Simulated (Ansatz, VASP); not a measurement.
One calculation of Fe3Co, two programs

```
Fe Co
1.0
     4.02358    0.00000    0.00000
     0.00000    4.02358    0.00000
     0.00000    0.00000    2.82771
Fe Co
3 1
Direct
  0.50000 0.50000 0.00000
  0.50000 0.00000 0.50000
  0.00000 0.50000 0.50000
  0.00000 0.00000 0.00000
```

Alike in both runs: task single point; functional PBEsol; k mesh 10 × 10 × 14; occupations gaussian, width 0.1 eV; no spin polarisation.

|  | VASP | Ansatz |
| --- | --- | --- |
| version | VASP 6.6.1 | Ansatz 0.2.0 |
| potentials or method | VASP PAW PBE potentials, release 64 (Fe, Co), cutoff 520 eV | scalar-relativistic, plane waves, PAW |
| valence electrons in the cell | 33 | 65 |

VASP gave:

- gap on the k mesh at the Fermi level (eV): none
- pressure (GPa): -27.4
- traceless stress, the component that is largest in VASP (GPa): -0.11

Task: Estimate Ansatz's values.

Result: gap on the k mesh at the Fermi level (eV): none; pressure (GPa): -27.5; traceless stress, the component that is largest in VASP (GPa): -0.12.

VASP's potentials were made for PBE, not for PBEsol. A gap of «none» marks a metal or a gap that the smearing closes. With one functional, cell and mesh, what is left measures potentials, basis and numerics. VASP's potentials hold 33 valence electrons a cell and Ansatz's 65, so a difference there can come from the potentials and not from the codes.
